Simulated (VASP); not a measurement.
# Si (Fd-3m) in VASP: further runs

Si is run at these levels: PBEsol, HSE06; tasks: electric field gradients, dielectric tensor.

Everything below comes from runs of VASP 6.6.1. Logs are shortened: lines on timing, memory, paths and dates and some standing lists are left out, and cuts for length are marked.

**What was measured.**

From “Dopant-enhanced solid phase epitaxy in buried amorphous silicon layers”, 2010, arxiv:1007.5372, for a bulk crystal of Si at 0 K: band gap 1.1692 eV.

The runs below are set against these values where they give the same quantity.

### 1 The cell of the first run

The structure is cubic, space group Fd-3m (No. 227). The conventional cell has a = 5.427 Å, b = 5.427 Å, c = 5.427 Å, α = 90.00°, β = 90.00°, γ = 90.00°. Si (site symmetry -43m) has 4 Si at 2.35 Å within 3.1 Å.

### 2 Electric field gradients, PBEsol

Contents of INCAR:

```
ALGO = Normal
EDIFF = 1E-8
ENCUT = 520
GGA = PS
ISIF = 2
ISMEAR = 0
LASPH = True
LCHARG = False
LEFG = True
LREAL = False
LWAVE = False
NBANDS = 26
NELM = 100
PREC = Accurate
SIGMA = 0.01
```

Contents of KPOINTS:

```
k-points
0
Gamma
  3 3 3
```

Contents of POSCAR:

```
Si
1.0
    5.4271200000      0.0000000000      0.0000000000
    0.0000000000      5.4271200000      0.0000000000
    0.0000000000      0.0000000000      5.4271200000
Si
8
Direct
    0.7500000000      0.7500000000      0.7500000000
    0.2500000000      0.2500000000      0.7500000000
    0.2500000000      0.7500000000      0.2500000000
    0.7500000000      0.2500000000      0.2500000000
    0.5000000000      0.5000000000      0.5000000000
    0.0000000000      0.0000000000      0.5000000000
    0.0000000000      0.5000000000      0.0000000000
    0.5000000000      0.0000000000      0.0000000000
```

Potentials or basis: VASP PAW PBE potentials, release 64 (Si).

On the command line:

```
$ cat potpaw_PBE.64/Si/POTCAR > POTCAR
$ mpirun -np 1 vasp_std > vasp.out
```

OUTCAR:

```text
EDIFF = 1E-8
   ENCUT = 520
   GGA = PS
   ISIF = 2
   ISMEAR = 0
   LASPH = True
   LREAL = False
   NELM = 100
   PREC = Accurate

 ion  position               nearest neighbor table
   1  0.750  0.750  0.750-   5 2.35   6 2.35   7 2.35   8 2.35
   2  0.250  0.250  0.750-   5 2.35   6 2.35   7 2.35   8 2.35
   3  0.250  0.750  0.250-   5 2.35   6 2.35   7 2.35   8 2.35
   4  0.750  0.250  0.250-   5 2.35   6 2.35   7 2.35   8 2.35
   5  0.500  0.500  0.500-   1 2.35   2 2.35   3 2.35   4 2.35
   6  0.000  0.000  0.500-   1 2.35   2 2.35   3 2.35   4 2.35
   7  0.000  0.500  0.000-   1 2.35   2 2.35   3 2.35   4 2.35
   8  0.500  0.000  0.000-   1 2.35   2 2.35   3 2.35   4 2.35

  LATTYP: Found a simple cubic cell.
 ALAT       =     5.4271200000

  Lattice vectors:

 A1 = (   5.4271200000,   0.0000000000,   0.0000000000)
 A2 = (   0.0000000000,   5.4271200000,   0.0000000000)
 A3 = (   0.0000000000,   0.0000000000,   5.4271200000)

Analysis of symmetry for initial positions (statically):
=====================================================================
 Subroutine PRICEL returns following result:

  LATTYP: Found a face centered cubic cell.
 ALAT       =     5.4271200000

  Lattice vectors:

 A1 = (   2.7135600000,  -2.7135600000,   0.0000000000)
 A2 = (   2.7135600000,   0.0000000000,   2.7135600000)
 A3 = (   0.0000000000,  -2.7135600000,   2.7135600000)

   4 primitive cells build up your supercell.

 Routine SETGRP: Setting up the symmetry group for a
 simple cubic supercell.

 Subroutine GETGRP returns: Found 48 space group operations
 (whereof 24 operations were pure point group operations)
 out of a pool of 48 trial point group operations.

The static configuration has the point symmetry T_d .
 The point group associated with its full space group is O_h .

Analysis of symmetry for dynamics (positions and initial velocities):
=====================================================================
 Subroutine PRICEL returns following result:

  LATTYP: Found a face centered cubic cell.
[... 159 lines left out ...]
      6      -2.0163      2.00000
[... 105 lines left out ...]
     25       9.8748      0.00000
     26      10.3826      0.00000

------------------------ aborting loop because EDIFF is reached ----------------------------------------

  FORCE on cell =-STRESS in cart. coord.  units (eV):
  Direction    XX          YY          ZZ          XY          YZ          ZX
  --------------------------------------------------------------------------------------
  -------------------------------------------------------------------------------------
  Total        0.5703054      0.5703054      0.5703054     -0.0000000      0.0000000     -0.0000000
  in kB        5.7162315      5.7162315      5.7162315     -0.0000000      0.0000000     -0.0000000
  external PRESSURE =       5.7162315 kB  Pullay stress =       0.0000000 kB

 VOLUME and BASIS-vectors are now :
 -----------------------------------------------------------------------------
  energy-cutoff  :      520.00
  volume of cell :      159.85
      direct lattice vectors                 reciprocal lattice vectors
     5.427120000  0.000000000  0.000000000     0.184259792  0.000000000  0.000000000
     0.000000000  5.427120000  0.000000000     0.000000000  0.184259792  0.000000000
     0.000000000  0.000000000  5.427120000     0.000000000  0.000000000  0.184259792

 POSITION                                       TOTAL-FORCE (eV/Angst)
 -----------------------------------------------------------------------------------
      4.07034      4.07034      4.07034         0.000000      0.000000     -0.000000
      1.35678      1.35678      4.07034        -0.000000      0.000000      0.000000
      1.35678      4.07034      1.35678         0.000000      0.000000     -0.000000
      4.07034      1.35678      1.35678        -0.000000     -0.000000      0.000000
      2.71356      2.71356      2.71356        -0.000000     -0.000000      0.000000
      0.00000      0.00000      2.71356         0.000000      0.000000     -0.000000
      0.00000      2.71356      0.00000        -0.000000      0.000000      0.000000
      2.71356      0.00000      0.00000         0.000000     -0.000000     -0.000000
 -----------------------------------------------------------------------------------
    total drift:                                0.000000      0.000000      0.000000

  FREE ENERGIE OF THE ION-ELECTRON SYSTEM (eV)
  ---------------------------------------------------
  free  energy   TOTEN  =       -45.8437473615 eV

  energy  without entropy=      -45.8437473615  energy(sigma->0) =      -45.84374736

 Electric field gradients (V/A^2)
---------------------------------------------------------------------
 ion       V_xx      V_yy      V_zz      V_xy      V_xz      V_yz
---------------------------------------------------------------------
   1      -0.000    -0.000     0.000    -0.000    -0.000    -0.000
   2       0.000     0.000     0.000    -0.000    -0.000    -0.000
   3       0.000    -0.000     0.000    -0.000    -0.000    -0.000
   4      -0.000    -0.000     0.000    -0.000    -0.000    -0.000
   5      -0.000     0.000     0.000    -0.000    -0.000    -0.000
   6       0.000     0.000     0.000     0.000     0.000     0.000
   7       0.000     0.000     0.000     0.000     0.000    -0.000
   8       0.000     0.000     0.000     0.000     0.000    -0.000
---------------------------------------------------------------------

 Electric field gradients after diagonalization (V/A^2)
 (convention: |V_zz| > |V_xx| > |V_yy|)
----------------------------------------------------------------------
 ion       V_xx      V_yy      V_zz     asymmetry (V_yy - V_xx)/ V_zz
----------------------------------------------------------------------
   1      -0.000    -0.000     0.000       0.066
   2       0.000     0.000     0.000      -0.039
   3      -0.000     0.000     0.000       0.213
   4      -0.000    -0.000     0.000       0.084
   5       0.000    -0.000     0.000      -0.155
   6       0.000     0.000     0.000      -0.053
   7       0.000     0.000     0.000      -0.039
   8       0.000     0.000     0.000      -0.067
----------------------------------------------------------------------

           NMR quadrupolar parameters

 Cq : quadrupolar parameter    Cq=e*Q*V_zz/h
 eta: asymmetry parameters     (V_yy - V_xx)/ V_zz
 Q  : nuclear electric quadrupole moment in mb (millibarn)
----------------------------------------------------------------------
 ion       Cq(MHz)       eta       Q (mb)
----------------------------------------------------------------------
   1       0.000       0.066       1.000
   2       0.000      -0.039       1.000
   3       0.000       0.213       1.000
   4       0.000       0.084       1.000
   5       0.000      -0.155       1.000
   6       0.000      -0.053       1.000
   7       0.000      -0.039       1.000
   8       0.000      -0.067       1.000
----------------------------------------------------------------------
```

stdout:

```text
POSCAR found type information on POSCAR Si
 POSCAR found :  1 types and       8 ions
 scaLAPACK will be used
 -----------------------------------------------------------------------------
|                                                                             |
|                                                                             |
|     You enforced a specific xc type in the INCAR file but a different       |
|     I HOPE YOU KNOW WHAT YOU ARE DOING!                                     |
|                                                                             |
 -----------------------------------------------------------------------------

 LDA part: xc-table for (Slater+PW92), standard interpolation
 POSCAR, INCAR and KPOINTS ok, starting setup
 FFT: planning ... GRIDC
 FFT: planning ... GRID_SOFT
 FFT: planning ... GRID
 WAVECAR not read
 entering main loop
ion   1

ion   2

ion   3

ion   4

ion   5

ion   6

ion   7

ion   8
```

Wall time 9.4 s (1 thread of Intel Xeon 6975P-C (Granite Rapids), shared host); peak memory 0.22 GiB.

What came out:

```
Free energy            : -45.8437 eV
Pressure               : 0.6 GPa
Band gap on the k mesh : 0.58 eV
```

Caveat: without QUAD_EFG the Cq values of the log hold for a quadrupole moment of 1 mb, not for the nuclei; the PAW data sets were made with another functional, which shifts forces and pressure a little.

### 3 Electric field gradients, PBEsol

Contents of INCAR:

```
SYSTEM = Si
  ALGO = Normal
  EDIFF = 1E-8
  ENCUT = 520
  GGA = PS
  ISIF = 2
  ISMEAR = 0
  LASPH = .True.
  LCHARG = .False.
  LEFG = .True.
  LREAL = .False.
  LWAVE = .False.
  NBANDS = 26
  NELM = 100
  PREC = Accurate
  SIGMA = 0.01
```

Contents of KPOINTS:

```
k-points
0
Gamma
  4 4 4
  0 0 0
```

POSCAR is that of step 2.

Potentials or basis: VASP PAW PBE potentials, release 64 (Si).

On the command line:

```
$ cat potpaw_PBE.64/Si/POTCAR > POTCAR
$ mpirun -np 1 vasp_std > vasp.out
```

OUTCAR:

```text
SYSTEM = Si
   EDIFF = 1E-8
   ENCUT = 520
   GGA = PS
   ISIF = 2
   ISMEAR = 0
   LASPH = .True.
   LREAL = .False.
   NELM = 100
   PREC = Accurate

 ion  position               nearest neighbor table
   1  0.750  0.750  0.750-   5 2.35   6 2.35   7 2.35   8 2.35
   2  0.250  0.250  0.750-   5 2.35   6 2.35   7 2.35   8 2.35
   3  0.250  0.750  0.250-   5 2.35   6 2.35   7 2.35   8 2.35
   4  0.750  0.250  0.250-   5 2.35   6 2.35   7 2.35   8 2.35
   5  0.500  0.500  0.500-   1 2.35   2 2.35   3 2.35   4 2.35
   6  0.000  0.000  0.500-   1 2.35   2 2.35   3 2.35   4 2.35
   7  0.000  0.500  0.000-   1 2.35   2 2.35   3 2.35   4 2.35
   8  0.500  0.000  0.000-   1 2.35   2 2.35   3 2.35   4 2.35

  LATTYP: Found a simple cubic cell.
 ALAT       =     5.4271200000

  Lattice vectors:

 A1 = (   5.4271200000,   0.0000000000,   0.0000000000)
 A2 = (   0.0000000000,   5.4271200000,   0.0000000000)
 A3 = (   0.0000000000,   0.0000000000,   5.4271200000)

Analysis of symmetry for initial positions (statically):
=====================================================================
 Subroutine PRICEL returns following result:

  LATTYP: Found a face centered cubic cell.
 ALAT       =     5.4271200000

  Lattice vectors:

 A1 = (   2.7135600000,  -2.7135600000,   0.0000000000)
 A2 = (   2.7135600000,   0.0000000000,   2.7135600000)
 A3 = (   0.0000000000,  -2.7135600000,   2.7135600000)

   4 primitive cells build up your supercell.

 Routine SETGRP: Setting up the symmetry group for a
 simple cubic supercell.

 Subroutine GETGRP returns: Found 48 space group operations
 (whereof 24 operations were pure point group operations)
 out of a pool of 48 trial point group operations.

The static configuration has the point symmetry T_d .
 The point group associated with its full space group is O_h .

Analysis of symmetry for dynamics (positions and initial velocities):
=====================================================================
 Subroutine PRICEL returns following result:

  LATTYP: Found a face centered cubic cell.
 ALAT       =     5.4271200000

  Lattice vectors:

 A1 = (   2.7135600000,  -2.7135600000,   0.0000000000)
 A2 = (   2.7135600000,   0.0000000000,   2.7135600000)
 A3 = (   0.0000000000,  -2.7135600000,   2.7135600000)

   4 primitive cells build up your supercell.

 Routine SETGRP: Setting up the symmetry group for a
 simple cubic supercell.

 Subroutine GETGRP returns: Found 48 space group operations
 (whereof 24 operations were pure point group operations)
 out of a pool of 48 trial point group operations.

The dynamic configuration has the point symmetry T_d .
 The point group associated with its full space group is O_h .

 Subroutine INISYM returns: Found 48 space group operations
 (whereof 24 operations are pure point group operations),
 and found     4 'primitive' translations

----------------------------------------------------------------------------------------
[... 107 lines left out ...]
   LEPSILON=     F    determine dielectric tensor
   LRPA    =     F    only Hartree local field effects (RPA)
 non-spin polarized calculation
 Gauss-broadening in eV      SIGMA  =   0.01
  energy-cutoff  :      520.00
  volume of cell :      159.85
 maximum number of plane-waves:      4337
   NGX = 21   NGY = 21   NGZ = 21

 number of electron      32.0000005 magnetization

 Free energy of the ion-electron system (eV)
  ---------------------------------------------------
  ext. energy  EPLUGINS =         0.00000000
  ---------------------------------------------------
  free energy    TOTEN  =       -45.94998205 eV

  energy without entropy =      -45.94998205  energy(sigma->0) =      -45.94998205

 E-fermi :   5.8609     XC(G=0):  -9.5601

 val. band max:        5.8125340072   @ k =   0.0000   0.0000   0.0000
 cond. band min:       6.3114798930   @ k =   0.2500   0.0000   0.0000
 fundamental gap:      0.4989458858
 Fermi energy:         5.8608547517

 k-point     1 :       0.0000    0.0000    0.0000
  band No.  band energies     occupation
      1      -6.1921      2.00000
      2      -2.0238      2.00000
      3      -2.0238      2.00000
      4      -2.0238      2.00000
      5      -2.0238      2.00000
      6      -2.0238      2.00000
[... 279 lines left out ...]
     25       9.0833      0.00000
     26       9.0833      0.00000

------------------------ aborting loop because EDIFF is reached ----------------------------------------

  FORCE on cell =-STRESS in cart. coord.  units (eV):
  Direction    XX          YY          ZZ          XY          YZ          ZX
  --------------------------------------------------------------------------------------
  -------------------------------------------------------------------------------------
  Total        0.4685959      0.4685959      0.4685959      0.0000000      0.0000000      0.0000000
  in kB        4.6967859      4.6967859      4.6967859      0.0000000      0.0000000      0.0000000
  external PRESSURE =       4.6967859 kB  Pullay stress =       0.0000000 kB

 VOLUME and BASIS-vectors are now :
 -----------------------------------------------------------------------------
  energy-cutoff  :      520.00
  volume of cell :      159.85
      direct lattice vectors                 reciprocal lattice vectors
     5.427120000  0.000000000  0.000000000     0.184259792  0.000000000  0.000000000
     0.000000000  5.427120000  0.000000000     0.000000000  0.184259792  0.000000000
     0.000000000  0.000000000  5.427120000     0.000000000  0.000000000  0.184259792

 POSITION                                       TOTAL-FORCE (eV/Angst)
 -----------------------------------------------------------------------------------
      4.07034      4.07034      4.07034        -0.000000      0.000000     -0.000000
      1.35678      1.35678      4.07034         0.000000      0.000000     -0.000000
      1.35678      4.07034      1.35678        -0.000000     -0.000000     -0.000000
      4.07034      1.35678      1.35678         0.000000     -0.000000     -0.000000
      2.71356      2.71356      2.71356        -0.000000     -0.000000      0.000000
      0.00000      0.00000      2.71356        -0.000000     -0.000000      0.000000
      0.00000      2.71356      0.00000        -0.000000     -0.000000      0.000000
      2.71356      0.00000      0.00000         0.000000      0.000000      0.000000
 -----------------------------------------------------------------------------------
    total drift:                                0.000000      0.000000      0.000000

  FREE ENERGIE OF THE ION-ELECTRON SYSTEM (eV)
  ---------------------------------------------------
  free  energy   TOTEN  =       -45.9499820532 eV

  energy  without entropy=      -45.9499820532  energy(sigma->0) =      -45.94998205

 Electric field gradients (V/A^2)
---------------------------------------------------------------------
 ion       V_xx      V_yy      V_zz      V_xy      V_xz      V_yz
---------------------------------------------------------------------
   1      -0.000    -0.000    -0.000    -0.000    -0.000    -0.000
   2      -0.000    -0.000    -0.000    -0.000    -0.000    -0.000
   3      -0.000    -0.000    -0.000    -0.000    -0.000    -0.000
   4      -0.000    -0.000    -0.000    -0.000    -0.000     0.000
   5      -0.000    -0.000    -0.000    -0.000    -0.000    -0.000
   6      -0.000    -0.000    -0.000    -0.000     0.000     0.000
   7      -0.000    -0.000    -0.000    -0.000    -0.000    -0.000
   8      -0.000    -0.000    -0.000     0.000     0.000    -0.000
---------------------------------------------------------------------

 Electric field gradients after diagonalization (V/A^2)
 (convention: |V_zz| > |V_xx| > |V_yy|)
----------------------------------------------------------------------
 ion       V_xx      V_yy      V_zz     asymmetry (V_yy - V_xx)/ V_zz
----------------------------------------------------------------------
   1      -0.000    -0.000    -0.000      -0.701
   2      -0.000    -0.000    -0.000      -0.589
   3      -0.000    -0.000    -0.000      -0.561
   4      -0.000    -0.000    -0.000      -0.836
   5      -0.000    -0.000    -0.000      -0.676
   6      -0.000    -0.000    -0.000      -0.545
   7      -0.000    -0.000    -0.000      -0.471
   8      -0.000    -0.000    -0.000      -0.387
----------------------------------------------------------------------

           NMR quadrupolar parameters

 Cq : quadrupolar parameter    Cq=e*Q*V_zz/h
 eta: asymmetry parameters     (V_yy - V_xx)/ V_zz
 Q  : nuclear electric quadrupole moment in mb (millibarn)
----------------------------------------------------------------------
 ion       Cq(MHz)       eta       Q (mb)
----------------------------------------------------------------------
   1      -0.000      -0.701       1.000
   2      -0.000      -0.589       1.000
   3      -0.000      -0.561       1.000
   4      -0.000      -0.836       1.000
   5      -0.000      -0.676       1.000
   6      -0.000      -0.545       1.000
   7      -0.000      -0.471       1.000
   8      -0.000      -0.387       1.000
----------------------------------------------------------------------
```

Wall time 17 s (1 thread of Intel Xeon 6975P-C (Granite Rapids), shared host); peak memory 0.24 GiB.

Results:

```
Free energy            : -45.9500 eV
Pressure               : 0.5 GPa
Band gap on the k mesh : 0.50 eV
```

Caveat: without QUAD_EFG the Cq values of the log hold for a quadrupole moment of 1 mb, not for the nuclei; the PAW data sets were made with another functional, which shifts forces and pressure a little.

[end of part 1 of 3]
